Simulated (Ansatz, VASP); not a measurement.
## Two plane-wave programs on KF

Contents of INCAR:

```
PREC = Accurate
ENCUT = 520
EDIFF = 1E-7
ISMEAR = 0
SIGMA = 0.05
LREAL = F
LASPH = T
NELM = 80
ALGO = Normal
ISIF = 2
LWAVE = F
LCHARG = F
NBANDS = 15
```

Contents of KPOINTS:

```
Automatic mesh
0
Gamma
  8 8 8
```

File POSCAR:

```
KF
1.0
    0.0821444217      2.5814675969      2.5814675969
    2.5814675969      0.0821444217      2.5814675969
    2.5814675969      2.5814675969      0.0821444217
K F
1 1
Direct
    0.0000000000      0.0000000000      0.0000000000
    0.5000000000      0.5000000000      0.5000000000
```

Input for Ansatz:

```yaml
crystal:
  lattice:
    - [0.0821444217, 2.5814675969, 2.5814675969]
    - [2.5814675969, 0.0821444217, 2.5814675969]
    - [2.5814675969, 2.5814675969, 0.0821444217]
  atoms:
    - { symbol: K, position: [0.0, 0.0, 0.0] }
    - { symbol: F, position: [0.5, 0.5, 0.5] }
basis:
  ecutwfc: 520.0
kpoints:
  mp_grid: { grid: [8, 8, 8] }
hamiltonian:
  xc: lda
scf:
  occupations: { method: gaussian, width: 0.05 }
output:
  forces: true
  stress: true
  eigenvalues: true
```

Alike in both runs: task single point; functional LDA; k mesh 8 × 8 × 8; occupations gaussian, width 0.05 eV; no spin polarisation.

```csv
,VASP,Ansatz
version,VASP 6.6.1,Ansatz 0.2.0
potentials or method,"VASP PAW LDA potentials, release 64 (K_sv, F), cutoff 520 eV","scalar-relativistic, plane waves, PAW"
valence electrons in the cell,16,16
```

VASP gave:

* gap on the k mesh at the Fermi level (eV): 6.61
* least direct gap on the mesh (eV): 6.61
* pressure (GPa): 2.7
* traceless stress, the component that is largest in VASP (GPa): -0.43

Q: Which values does Ansatz return?

A: gap on the k mesh at the Fermi level (eV): 6.63; least direct gap on the mesh (eV): 6.63; pressure (GPa): 2.3; traceless stress, the component that is largest in VASP (GPa): -0.44.

LDA's correlation is that of Perdew and Zunger in VASP and of Perdew and Wang (1992) in Ansatz.
